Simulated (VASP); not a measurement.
# Al2Cu (P4/mmm) in VASP: further runs, part 2 of 2

VASP 6.6.1. Earlier steps stand in the parts before.

### 3 Single point, r2SCAN (strain +0.000 along x and y, +0.030 along z)

File POSCAR:

```
Al2Cu
1.0
    4.0880282815      0.0000000000      0.0000000000
    0.0000000000      4.0880282815      0.0000000000
    0.0000000000      0.0000000000      2.9368651557
Al Cu
2 1
Direct
    0.5000000000      0.0000000000      0.5000000000
    0.0000000000      0.5000000000      0.5000000000
    0.0000000000      0.0000000000      0.0000000000
```

File INCAR.step1:

```
PREC     = Accurate       # precision mode
ENCUT    = 520            # plane-wave cutoff, eV
ISMEAR   = 0              # smearing method
SIGMA    = 0.15           # smearing width, eV
LREAL    = F              # projectors in reciprocal space
LASPH    = T              # aspherical terms in the spheres
NELM     = 100            # most SCF steps
NBANDS   = 16             # bands
GGA      = PE             # functional
ALGO     = Normal         # electronic algorithm
EDIFF    = 1E-4           # SCF threshold, eV
LWAVE    = T              # write WAVECAR
LCHARG   = F              # write CHGCAR
```

File INCAR.step2:

```
PREC     = Accurate       # precision mode
ENCUT    = 520            # plane-wave cutoff, eV
EDIFF    = 1E-6           # SCF threshold, eV
ISMEAR   = 0              # smearing method
SIGMA    = 0.15           # smearing width, eV
LREAL    = F              # projectors in reciprocal space
LASPH    = T              # aspherical terms in the spheres
NELM     = 100            # most SCF steps
ALGO     = Normal         # electronic algorithm
ISIF     = 2              # what is computed and relaxed
LWAVE    = F              # write WAVECAR
LCHARG   = T              # write CHGCAR
METAGGA  = R2SCAN         # meta-GGA
LMIXTAU  = T            
LELF     = T              # ELF
LVHAR    = T            
NBANDS   = 16             # bands
ISTART   = 1
```

File KPOINTS:

```
regular mesh
0
Gamma
  12 12 16
```

Potentials or basis: VASP PAW PBE potentials, release 64 (Al, Cu).

Started as:

```
cat potpaw_PBE.64/Al/POTCAR potpaw_PBE.64/Cu/POTCAR > POTCAR
cp INCAR.step1 INCAR
mpirun -np 1 vasp_std > vasp.out
cp INCAR.step2 INCAR
mpirun -np 1 vasp_std > vasp.out
```

OUTCAR:

```text
PREC = Accurate
   ENCUT = 520
   EDIFF = 1E-6
   ISMEAR = 0
   LREAL = F
   LASPH = T
   NELM = 100
   ISIF = 2
   METAGGA = R2SCAN
   ISTART = 1

 ion  position               nearest neighbor table
   1  0.500  0.000  0.500-   3 2.52   3 2.52   3 2.52   3 2.52   2 2.89   2 2.89   2 2.89   2 2.89

   2  0.000  0.500  0.500-   3 2.52   3 2.52   3 2.52   3 2.52   1 2.89   1 2.89   1 2.89   1 2.89

   3  0.000  0.000  0.000-   1 2.52   2 2.52   1 2.52   2 2.52   2 2.52   2 2.52   1 2.52   1 2.52

  LATTYP: Found a simple tetragonal cell.
 ALAT       =     4.0880282815
 C/A-ratio  =     0.7184062715

  Lattice vectors:

 A1 = (   4.0880282815,   0.0000000000,   0.0000000000)
 A2 = (   0.0000000000,   4.0880282815,   0.0000000000)
 A3 = (   0.0000000000,   0.0000000000,   2.9368651557)

Analysis of symmetry for initial positions (statically):
=====================================================================
 Subroutine PRICEL returns:
 Original cell was already a primitive cell.

 Routine SETGRP: Setting up the symmetry group for a
 simple tetragonal supercell.

 Subroutine GETGRP returns: Found 16 space group operations
 (whereof 16 operations were pure point group operations)
 out of a pool of 16 trial point group operations.

The static configuration has the point symmetry D_4h.

Analysis of symmetry for dynamics (positions and initial velocities):
=====================================================================
 Subroutine PRICEL returns:
 Original cell was already a primitive cell.

 Routine SETGRP: Setting up the symmetry group for a
 simple tetragonal supercell.

 Subroutine GETGRP returns: Found 16 space group operations
 (whereof 16 operations were pure point group operations)
 out of a pool of 16 trial point group operations.
[... 119 lines left out ...]
   EFERMI_NEDOS =   21; number of points for ismear=-14 and -15
   IALGO  =     38    algorithm
   IMIX   =      4    mixing-type and parameters
     AMIX     =   0.40;   BMIX     =  1.00
     AMIX_MAG =   1.60;   BMIX_MAG =  1.00
  volume/ion in A,a.u.               =      16.36       110.40
  Fermi-wavevector in a.u.,A,eV,Ry     =   1.149707  2.172631 17.984540  1.321826
  Thomas-Fermi vector in A             =   2.286375
   LORBIT       =      0    0 simple, 1 ext, 2 COOP (PROOUT), +10 PAW based schemes
   METAGGA = R2SCAN    functional components
   LHFCALC =     F    Hartree Fock is set to
   AEXX    =    0.0000 exact exchange contribution
   IVDW    =     0    specifies the selected vdW correction
   LEPSILON=     F    determine dielectric tensor
   LRPA    =     F    only Hartree local field effects (RPA)
 non-spin polarized calculation
 Gauss-broadening in eV      SIGMA  =   0.15
  energy-cutoff  :      520.00
  volume of cell :       49.08
 maximum number of plane-waves:      1347
   NGX = 15   NGY = 15   NGZ = 11

 number of electron      16.9999974 magnetization

 Free energy of the ion-electron system (eV)
  ---------------------------------------------------
  ext. energy  EPLUGINS =         0.00000000
  ---------------------------------------------------
  free energy    TOTEN  =       -24.39377076 eV

  energy without entropy =      -24.38382644  energy(sigma->0) =      -24.38879860

 E-fermi :   6.9370     XC(G=0): -11.0856

 val. band max:        6.9342840070   @ k =   0.0833   0.0833   0.3750
 cond. band min:       6.9515466449   @ k =   0.4167   0.0000   0.3750
 fundamental gap:      0.0172626380
 Fermi energy:         6.9369858683

 k-point     1 :       0.0000    0.0000    0.0000
  band No.  band energies     occupation
      1      -4.0254      2.00000
      2       1.5230      2.00000
      3       2.0008      2.00000
      4       2.6534      2.00000
      5       2.8371      2.00000
      6       2.8371      2.00000
[... 433 lines left out ...]
      3       1.2038      2.00000
      4       2.0149      2.00000
      5       2.6529      2.00000
      6       2.8069      2.00000
[... 8 lines left out ...]
     15      17.3426      0.00000
     16      18.6440      0.00000

 [... further k-points ...]

------------------------ aborting loop because EDIFF is reached ----------------------------------------

  FORCE on cell =-STRESS in cart. coord.  units (eV):
  Direction    XX          YY          ZZ          XY          YZ          ZX
  --------------------------------------------------------------------------------------
  -------------------------------------------------------------------------------------
  Total       -0.5633824     -0.5633824     -1.5471335      0.0000000      0.0000000      0.0000000
  in kB      -18.3908609    -18.3908609    -50.5040931      0.0000000      0.0000000      0.0000000
  external PRESSURE =     -29.0952717 kB  Pullay stress =       0.0000000 kB

 VOLUME and BASIS-vectors are now :
 -----------------------------------------------------------------------------
  energy-cutoff  :      520.00
  volume of cell :       49.08
      direct lattice vectors                 reciprocal lattice vectors
     4.088028281  0.000000000  0.000000000     0.244616703  0.000000000  0.000000000
     0.000000000  4.088028281  0.000000000     0.000000000  0.244616703  0.000000000
     0.000000000  0.000000000  2.936865156     0.000000000  0.000000000  0.340499120

 POSITION                                       TOTAL-FORCE (eV/Angst)
 -----------------------------------------------------------------------------------
      2.04401      0.00000      1.46843         0.000000      0.000000      0.000000
      0.00000      2.04401      1.46843         0.000000      0.000000      0.000000
      0.00000      0.00000      0.00000         0.000000      0.000000      0.000000
 -----------------------------------------------------------------------------------
    total drift:                                0.000000      0.000000     -0.000000

  FREE ENERGIE OF THE ION-ELECTRON SYSTEM (eV)
  ---------------------------------------------------
  free  energy   TOTEN  =       -24.3937707565 eV

  energy  without entropy=      -24.3838264350  energy(sigma->0) =      -24.38879860
```

Wall time 11 min (1 thread of Intel Xeon 8259CL, shared host); peak memory 0.31 GiB.

Results:

```yaml
Free_energy: -24.3938 eV
Pressure: -2.9 GPa
Band_gap_on_the_k_mesh: zero (an odd number of electrons rules out a gap without spin polarisation)
```

Stress tensor (GPa, compression positive):
```
-1.84  0.00  0.00
 0.00 -1.84  0.00
 0.00  0.00 -5.05
```

Caveat: the cell differs from its parent crystal (strain +0.000 along x and y, +0.030 along z); the PAW data sets were made with another functional, which shifts forces and pressure a little.

### 4 Single point, r2SCAN (strain +0.030 along x and y, +0.030 along z)

File POSCAR:

```
Al2Cu
1.0
    4.2106691299      0.0000000000      0.0000000000
    0.0000000000      4.2106691299      0.0000000000
    0.0000000000      0.0000000000      2.9368651557
Al Cu
2 1
Direct
    0.5000000000      0.0000000000      0.5000000000
    0.0000000000      0.5000000000      0.5000000000
    0.0000000000      0.0000000000      0.0000000000
```

File INCAR.step1:

```
SYSTEM = Al2Cu
  PREC = Accurate
  ENCUT = 520
  ISMEAR = 0
  SIGMA = 0.15
  LREAL = .False.
  LASPH = .True.
  NELM = 60
  NBANDS = 16
  GGA = PE
  ALGO = Normal
  EDIFF = 1E-4
  LWAVE = .True.
  LCHARG = .False.
```

File INCAR.step2:

```
SYSTEM = Al2Cu
  PREC = Accurate
  ENCUT = 520
  EDIFF = 1E-7
  ISMEAR = 0
  SIGMA = 0.15
  LREAL = .False.
  LASPH = .True.
  NELM = 60
  ALGO = Normal
  ISIF = 2
  LWAVE = .False.
  LCHARG = .False.
  METAGGA = R2SCAN
  LMIXTAU = .True.
  NBANDS = 16
  ISTART = 1
```

File KPOINTS:

```
Automatic mesh
0
Gamma
  12 12 16
  0 0 0
```

Started as:

```
cat potpaw_PBE.64/Al/POTCAR potpaw_PBE.64/Cu/POTCAR > POTCAR
cp INCAR.step1 INCAR
mpirun -np 1 vasp_std > vasp.out
cp INCAR.step2 INCAR
mpirun -np 1 vasp_std > vasp.out
```

Wall time 13 min (1 thread of Intel Xeon 8259CL, shared host); peak memory 0.33 GiB.

Results (log left out):

* Free energy: -24.3099 eV
* Pressure: -7.3 GPa
* Band gap on the k mesh: zero (an odd number of electrons rules out a gap without spin polarisation)

Stress tensor (GPa, compression positive):
```
-7.01  0.00  0.00
 0.00 -7.01  0.00
 0.00  0.00 -8.00
```

Levels at points of the mesh, in eV from the Fermi level:
```csv
k point,band 7,band 8,band 9,band 10,band 11,band 12
"(0.00, 0.00, 0.00)",-2.42,-2.42,-0.21,1.09,6.24,6.24
"(0.50, 0.00, 0.00)",-3.90,-1.10,1.57,1.85,1.89,7.71
"(0.50, 0.50, 0.00)",-3.93,-3.93,-2.37,8.81,8.81,9.70
"(0.00, 0.00, 0.50)",-2.94,2.42,2.53,2.53,2.91,2.91
"(0.50, 0.00, 0.50)",-2.98,-2.43,-1.68,3.79,4.11,4.35
"(0.50, 0.50, 0.50)",-2.27,-2.27,-0.81,-0.77,-0.10,-0.10
```

Caveat: the cell differs from its parent crystal (strain +0.030 along x and y, +0.030 along z); the cell stands under tension; the PAW data sets were made with another functional, which shifts forces and pressure a little.

### 5 Overview

| cell | gap on the mesh (eV) | pressure (GPa) |
| --- | --- | --- |
| a = 4.149, b = 4.149, c = 2.809 Å, 3 atoms | none | -1.4 |
| a = 4.088, b = 4.088, c = 2.937 Å, 3 atoms | none | -2.9 |
| a = 4.211, b = 4.211, c = 2.937 Å, 3 atoms | none | -7.3 |

Alike in all rows: task single point; level r2SCAN; potentials or basis VASP PAW PBE potentials, release 64 (Al, Cu); no spin polarisation; k mesh 12 × 12 × 16; cutoff (eV) 520; smearing gaussian 0.15 eV.

Caveats: the PAW data sets were made with another functional, which shifts forces and pressure a little; the cell stands under tension (at least some runs).

Total energies depend on the potentials used, so only differences within one code and one set of settings carry meaning.
